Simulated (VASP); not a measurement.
# ScAl9 in VASP: a series of runs, part 2 of 2

VASP 6.6.1.

## Step 5: Single point, PBE

Contents of INCAR:

```
SYSTEM = ScAl9
  PREC = Accurate
  ENCUT = 400
  EDIFF = 1E-6
  ISMEAR = -1
  SIGMA = 0.0922
  LREAL = Auto
  LASPH = .True.
  NELM = 120
  ALGO = Normal
  ISIF = 2
  LWAVE = .False.
  LCHARG = .False.
  GGA = PE
  ISYM = -1
  NBANDS = 54
  GGA_COMPAT = .False.
```

Contents of KPOINTS:

```
explicit points
1
Reciprocal
  0.25000000   0.25000000   0.25000000 1
```

Contents of POSCAR:

```
ScAl9
1.0
    7.4469130000     -0.0134000000     -0.0543370000
   -0.0134000000      6.6775230000     -0.0651690000
   -0.0543370000     -0.0651690000      7.1022430000
Al Sc
18 2
Direct
    0.4149911390      0.7124141358      0.5755481318
    0.3807955302      0.3107571443      0.4386336850
    0.4578546630      1.0656052131      0.1641741736
    0.5147271839      0.5947311938      0.2064920572
    0.2243953246      0.6730200293      0.9254834017
    0.7753961173      0.2429190918      0.1372050341
    0.6475925914      0.8090649188      0.8869686929
    0.2161549180      0.8083276422      0.2708334696
   -0.0141370319      0.5074165317      0.3064646850
    0.1738252203      0.2700368630      0.0580046576
    0.0045121558      0.1132407800      0.4066879950
    0.5520733369      0.3518270019      0.8711674921
    0.9637084671     -0.0584645620     -0.0622865270
    0.8741604642      0.5292027083     -0.0727568927
    0.0583659693      0.2961237344      0.6989204001
    0.7089037719      0.5065195400      0.5439636571
    0.7934243314      0.8438781231      0.2234757374
    0.6706270967      0.0446270189      0.5431960245
   -0.0139717800      0.7607549952      0.5792048312
    0.3133521414      0.0269369747      0.7928516486
```

Potentials or basis: VASP PAW PBE potentials, release 64 (Al, Sc_sv).

Launch:

```
$ cat potpaw_PBE.64/Al/POTCAR potpaw_PBE.64/Sc_sv/POTCAR > POTCAR
$ mpirun -np 1 vasp_std > vasp.out
```

OUTCAR:

```text
SYSTEM = ScAl9
   PREC = Accurate
   ENCUT = 400
   EDIFF = 1E-6
   ISMEAR = -1
   LREAL = Auto
   LASPH = .True.
   NELM = 120
   ISIF = 2
   GGA = PE
   ISYM = -1

 ion  position               nearest neighbor table
   1  0.415  0.712  0.576-  16 2.60   8 2.69  20 2.70   4 2.83   2 2.84   7 2.85   5 2.90  18 2.93
                            19 3.21
   2  0.381  0.311  0.439-   3 2.59   4 2.73   1 2.84  16 2.85  18 2.90  15 3.05  11 3.10  10 3.10
                            20 3.22  12 3.31   9 3.35
   3  0.458  0.066  0.164-   2 2.59   8 2.61  10 2.63   6 2.65  20 2.84  17 2.94  12 2.94   7 2.96
                            18 3.11   4 3.19
   4  0.515  0.595  0.206-  17 2.66   8 2.69   2 2.73   1 2.83  16 2.85  12 2.87   7 2.89   5 2.98
                             6 3.09   3 3.19
   5  0.224  0.673  0.925-   8 2.60  20 2.65  13 2.65  14 2.78  10 2.89   1 2.90   4 2.98  19 3.08
                            15 3.20  12 3.28   7 3.29
   6  0.775  0.243  0.137-  14 2.56  12 2.61   9 2.62   3 2.65  11 2.70  17 2.75  13 2.83  10 3.03
                             4 3.09  18 3.30
   7  0.648  0.809  0.887-  13 2.53  14 2.54  17 2.62   1 2.85   4 2.89  18 2.94  20 2.96   3 2.96
                            12 3.13  16 3.17   5 3.29  19 3.37
   8  0.216  0.808  0.271-   5 2.60   3 2.61   9 2.66   4 2.69   1 2.69  11 2.75  19 2.82  13 3.14
                            17 3.17
   9  0.986  0.507  0.306-  19 2.55   6 2.62   8 2.66  16 2.68  17 2.74  11 2.74  10 2.75  14 2.81
                            15 3.19   2 3.35
  10  0.174  0.270  0.058-   3 2.63  20 2.69  15 2.69   9 2.75  13 2.80   5 2.89  14 2.98  11 3.00
                             6 3.03   2 3.10  12 3.18
  11  0.005  0.113  0.407-  15 2.42  19 2.68  17 2.69   6 2.70  18 2.72   9 2.74   8 2.75  10 3.00
                             2 3.10
  12  0.552  0.352  0.871-   6 2.61  14 2.69  16 2.83  20 2.84   4 2.87   3 2.94   7 3.13  10 3.18
                            18 3.21   5 3.28   2 3.31
  13  0.964  0.942  0.938-  17 2.50   7 2.53   5 2.65  10 2.80  19 2.80   6 2.83  14 2.83  20 2.87
                            15 3.03   8 3.14
  14  0.874  0.529  0.927-   7 2.54   6 2.56  15 2.63  12 2.69   5 2.78   9 2.81  13 2.83  16 2.97
                            10 2.98  17 3.01  19 3.06
  15  0.058  0.296  0.699-  11 2.42  14 2.63  10 2.69  20 2.70  13 3.03   2 3.05  16 3.16   9 3.19
                             5 3.20  19 3.28
  16  0.709  0.507  0.544-   1 2.60  19 2.67   9 2.68  12 2.83   2 2.85   4 2.85  14 2.97  18 3.10
                            15 3.16   7 3.17  17 3.30
  17  0.793  0.844  0.223-  13 2.50   7 2.62   4 2.66  11 2.69   9 2.74   6 2.75  18 2.78   3 2.94
                            19 2.95  14 3.01   8 3.17  16 3.30
  18  0.671  0.045  0.543-  11 2.72  17 2.78   2 2.90   1 2.93   7 2.94  19 3.03  16 3.10   3 3.11
                            12 3.21  20 3.22   6 3.30
  19  0.986  0.761  0.579-   9 2.55  16 2.67  11 2.68  13 2.80   8 2.82  17 2.95  18 3.03  14 3.06
                             5 3.08   1 3.21  15 3.28  20 3.34   7 3.37
  20  0.313  0.027  0.793-   5 2.65  10 2.69   1 2.70  15 2.70   3 2.84  12 2.84  13 2.87   7 2.96
                            18 3.22   2 3.22  19 3.34

IMPORTANT INFORMATION: All symmetrisations will be switched off!
NOSYMM: (Re-)initialisation of all symmetry stuff for point group C_1.

----------------------------------------------------------------------------------------

                                     Primitive cell

  volume of cell :     353.1200

  direct lattice vectors                    reciprocal lattice vectors
     7.446913000 -0.013400000 -0.054337000     0.134291848  0.000279540  0.001029989
    -0.013400000  6.677523000 -0.065169000     0.000279540  0.149770124  0.001376404
    -0.054337000 -0.065169000  7.102243000     0.001029989  0.001376404  0.140821099

  length of vectors
     7.447123290  6.677854444  7.102749829     0.134296089  0.149776709  0.140831592

  position of ions in fractional coordinates (direct lattice)
     0.414991139  0.712414136  0.575548132
     0.380795530  0.310757144  0.438633685
     0.457854663  0.065605213  0.164174174
     0.514727184  0.594731194  0.206492057
     0.224395325  0.673020029  0.925483402
     0.775396117  0.242919092  0.137205034
[... 12 lines left out ...]
     0.986028220  0.760754995  0.579204831
     0.313352141  0.026936975  0.792851649

  ion indices of the primitive-cell ions
   primitive index   ion index
                 1           1
                 2           2
                 3           3
                 4           4
                 5           5
                 6           6
[... 12 lines left out ...]
                19          19
                20          20

----------------------------------------------------------------------------------------

 KPOINTS: explicit points

Read explicit list of k-points.

 Found      1 k-points:

 Following reciprocal coordinates:
            Coordinates               Weight
  0.250000  0.250000  0.250000      1.000000
   k-points           NKPTS =      1   k-points in BZ     NKDIM =      1   number of bands    NBANDS=     54
   number of dos      NEDOS =    301   number of ions     NIONS =     20
   total plane-waves  NPLWV = 115200
   dimension x,y,z NGX =    50 NGY =   48 NGZ =   48
   dimension x,y,z NGXF=   100 NGYF=   96 NGZF=   96
   ions per type =              18   2
   NGX,Y,Z   is equivalent  to a cutoff of  11.16, 11.95, 11.23 a.u.
   NGXF,Y,Z  is equivalent  to a cutoff of  22.32, 23.90, 22.47 a.u.
 SYSTEM =  ScAl9
   PREC   = accura    normal or accurate (medium, high low for compatibility)
   ISTART =      0    job   : 0-new  1-cont  2-samecut
   ICHARG =      2    charge: 1-file 2-atom 10-const
   ISPIN  =      1    spin polarized calculation?
   LNONCOLLINEAR =      F non collinear calculations
   LSORBIT =      F    spin-orbit coupling
   LASPH  =      T    aspherical Exc in radial PAW
   ENCUT  =  400.0 eV  29.40 Ry    5.42 a.u.  12.14 10.89 11.58*2*pi/ulx,y,z
   NELM   =    120;   NELMIN=  2; NELMDL= -5     # of ELM steps
   EDIFF  = 0.1E-05   stopping-criterion for ELM
   LREAL  =      T    real-space projection
   EDIFFG = 0.1E-04   stopping-criterion for IOM
   NSW    =      0    number of steps for IOM
   IBRION =     -1    ionic relax: 0-MD 1-quasi-New 2-CG
   NFREE  =      0    steps in history (QN), initial steepest desc. (CG)
   ISIF   =      2    stress and relaxation
   ISYM   =     -1    0-nonsym 1-usesym 2-fastsym
   POTIM  = 0.5000    time-step for ionic-motion
   TEBEG  =    0.0;   TEEND  =   0.0 temperature during run
   PSTRESS=    0.0 pullay stress
   NELECT =      76.0000    total number of electrons
   NUPDOWN=      -1.0000    fix difference up-down
   EMIN   =  10.00;   EMAX   =-10.00  energy-range for DOS
   EFERMI =   0.00;   METHOD = LEGACY
   ISMEAR =    -1;   SIGMA  =   0.09  broadening in eV -4-tet -1-fermi 0-gaus
   EFERMI_NEDOS =   21; number of points for ismear=-14 and -15
   IALGO  =     38    algorithm
   IMIX   =      4    mixing-type and parameters
     AMIX     =   0.40;   BMIX     =  1.00
     AMIX_MAG =   1.60;   BMIX_MAG =  1.00
  volume/ion in A,a.u.               =      17.66       119.15
  Fermi-wavevector in a.u.,A,eV,Ry     =   0.981082  1.853976 13.095901  0.962522
  Thomas-Fermi vector in A             =   2.112061
   LORBIT       =      0    0 simple, 1 ext, 2 COOP (PROOUT), +10 PAW based schemes
   GGA     = PE    functional components
   LHFCALC =     F    Hartree Fock is set to
   AEXX    =    0.0000 exact exchange contribution
   IVDW    =     0    specifies the selected vdW correction
   LEPSILON=     F    determine dielectric tensor
   LRPA    =     F    only Hartree local field effects (RPA)
 non-spin polarized calculation
  energy-cutoff  :      400.00
  volume of cell :      353.12
 maximum number of plane-waves:      6410
 NGX is ok and might be reduce to    48
   NGX = 25   NGY = 21   NGZ = 23

 number of electron      76.0000001 magnetization

 Free energy of the ion-electron system (eV)
  ---------------------------------------------------
  ext. energy  EPLUGINS =         0.00000000
  ---------------------------------------------------
  free energy    TOTEN  =       -77.32666528 eV

  energy without entropy =      -77.04613279  energy(sigma->0) =      -77.18639903

 E-fermi :   7.0056     XC(G=0): -10.0363

 val. band max:        6.9000603349   @ k =   0.2500   0.2500   0.2500
 cond. band min:       7.1171629086   @ k =   0.2500   0.2500   0.2500
 fundamental gap:      0.2171025737
 Fermi energy:         7.0056090825

 k-point     1 :       0.2500    0.2500    0.2500
  band No.  band energies     occupation
      1     -42.0127      2.00000
      2     -41.8623      2.00000
      3     -20.7761      2.00000
      4     -20.7235      2.00000
      5     -20.7208      2.00000
      6     -20.6523      2.00000
[... 42 lines left out ...]
     49       9.1058      0.00000
     50       9.2922      0.00000
 [bands above 50 left out]

------------------------ aborting loop because EDIFF is reached ----------------------------------------

  FORCE on cell =-STRESS in cart. coord.  units (eV):
  Direction    XX          YY          ZZ          XY          YZ          ZX
  --------------------------------------------------------------------------------------
  -------------------------------------------------------------------------------------
  Total       15.3626354      9.0814403      8.9411490      6.5357098     -2.8214783     10.0160208
  in kB       69.7033948     41.2043378     40.5678078     29.6538417    -12.8016199     45.4447193
  external PRESSURE =      50.4918468 kB  Pullay stress =       0.0000000 kB

 VOLUME and BASIS-vectors are now :
 -----------------------------------------------------------------------------
  energy-cutoff  :      400.00
  volume of cell :      353.12
      direct lattice vectors                 reciprocal lattice vectors
     7.446913000 -0.013400000 -0.054337000     0.134291848  0.000279540  0.001029989
    -0.013400000  6.677523000 -0.065169000     0.000279540  0.149770124  0.001376404
    -0.054337000 -0.065169000  7.102243000     0.001029989  0.001376404  0.140821099

 POSITION                                       TOTAL-FORCE (eV/Angst)
 -----------------------------------------------------------------------------------
      3.04958      4.71409      4.01871        -0.324018     -0.229925     -0.423020
      2.80775      2.04140      3.07434        -0.352574      0.263248      0.689876
      3.39980      0.42125      1.13685         0.880511     -0.514382     -0.084222
      3.81394      3.95098      1.39983         0.024529     -0.345011     -0.338987
      1.61175      4.43079      6.51696         0.144476     -1.984587     -0.081985
      5.76360      1.60277      0.91650         0.008925     -0.171756      0.387261
[... 12 lines left out ...]
      7.30120      5.02900      4.01050         0.685240      0.688917      1.752232
      2.29006      0.12400      5.61224         0.707987      0.496863     -0.529319
 -----------------------------------------------------------------------------------
    total drift:                                0.001217      0.002685      0.002408

  FREE ENERGIE OF THE ION-ELECTRON SYSTEM (eV)
  ---------------------------------------------------
  free  energy   TOTEN  =       -77.3266652777 eV

  energy  without entropy=      -77.0461327870  energy(sigma->0) =      -77.18639903
```

It took 31 s on 1 thread of Intel Xeon Platinum 8488C (Sapphire Rapids), shared host; peak memory 0.31 GiB.

What came out:

```
Free energy   : -77.3267 eV
Pressure      : 5.0 GPa
Largest force : 2.004 eV/Å
```

Forces on the atoms (eV/Å):
```
Al  -0.324 -0.230 -0.423
Al  -0.353  0.263  0.690
Al   0.881 -0.514 -0.084
Al   0.025 -0.345 -0.339
Al   0.144 -1.985 -0.082
Al   0.009 -0.172  0.387
Al  -1.272  0.288 -0.732
Al  -0.401  0.026  0.320
Al   0.588 -1.004 -1.211
Al   0.096  0.889  0.727
Al   0.432  0.312 -1.291
Al  -0.597  0.248 -0.551
Al   0.692  1.000 -0.581
Al   0.392  0.085 -0.019
Al  -0.347  0.940  0.434
Al  -0.220 -0.952  0.132
Al  -0.545 -0.230  1.185
Al  -0.594  0.193  0.215
Sc   0.685  0.689  1.752
Sc   0.708  0.497 -0.529
```

Caveat: the atoms stand as in a frame of molecular dynamics.

## Step 6: Overview

```tsv
cell	smearing	pressure (GPa)	largest force (eV/Å)
as given, atomic positions A	fermi-dirac 0.1275 eV	9.8	2.66
as given, atomic positions B	fermi-dirac 0.1275 eV	6.8	3.62
as given, atomic positions C	fermi-dirac 0.1275 eV	6.3	2.90
as given, atomic positions D	fermi-dirac 0.0922 eV	5.0	2.00
```

Alike in all rows: task single point; level PBE; potentials or basis VASP PAW PBE potentials, release 64 (Al, Sc_sv); no spin polarisation; k mesh 1 × 1 × 1, shifted; cutoff (eV) 400.

Caveats: the atoms stand as in a frame of molecular dynamics.

Total energies depend on the potentials used, so only differences within one code and one set of settings carry meaning.
